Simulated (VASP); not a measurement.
HgH:

```xyz
6
Lattice="6.5023 0.0000 0.0000 -3.2512 5.6312 0.0000 0.0000 0.0000 2.9232" Properties=species:S:1:pos:R:3 pbc="T T T"
Hg    3.2512    0.0000    0.0000
Hg    1.6256    2.8156    0.0000
Hg   -1.6256    2.8156    0.0000
H     0.0000    0.0000    0.0000
H     0.0000    3.7541    1.4616
H     3.2512    1.8771    1.4616
```

- Program: VASP 6.6.1
- Task: relaxation of cell and atoms
- Functional: PBE
- Potentials or basis: VASP PAW PBE potentials, release 64 (Hg, H)
- Cutoff: 600 eV
- k mesh: 6 × 6 × 12
- Occupations: gaussian, width 0.1 eV
- Spin: no spin polarisation

At the start: pressure 0.2 GPa; volume 17.84 Å³/atom.

Problem. Where does the relaxation end?

Solution. Over 13 steps the energy falls by 12.7 meV/atom and the volume is 17.46 Å³/atom (-2.1 %); space group P6/mmm (No. 191, to 0.1 Å) before and after.

The path:
```csv
step,energy change (eV),largest force (eV/Å),pressure (GPa),volume (Å³)
1,0.0000,0.0000,0.22,107.04
2,-0.0140,0.0000,-0.08,107.42
3,-0.0384,0.0000,-0.66,108.35
4,-0.0395,0.0000,-1.51,109.97
5,-0.0527,0.0000,-1.20,108.63
6,-0.0755,0.0000,0.08,104.59
7,-0.0756,0.0000,0.19,104.29
8,-0.0756,0.0000,0.14,104.42
9,-0.0758,0.0000,0.12,104.46
10,-0.0759,0.0000,0.11,104.49
11,-0.0758,0.0000,0.09,104.55
12,-0.0759,0.0000,0.12,104.51
13,-0.0760,0.0000,0.03,104.75
```

Final structure:
```yaml
crystal:
  lattice:
    - [6.05414, 0.00000, 0.00000]
    - [-3.02707, 5.24304, 0.00000]
    - [0.00000, 0.00000, 3.30007]
  atoms:
    - { symbol: Hg, position: [0.50000, 0.00000, 0.00000] }
    - { symbol: Hg, position: [0.50000, 0.50000, 0.00000] }
    - { symbol: Hg, position: [0.00000, 0.50000, 0.00000] }
    - { symbol: H, position: [0.00000, 0.00000, 0.00000] }
    - { symbol: H, position: [0.33333, 0.66667, 0.50000] }
    - { symbol: H, position: [0.66667, 0.33333, 0.50000] }
```
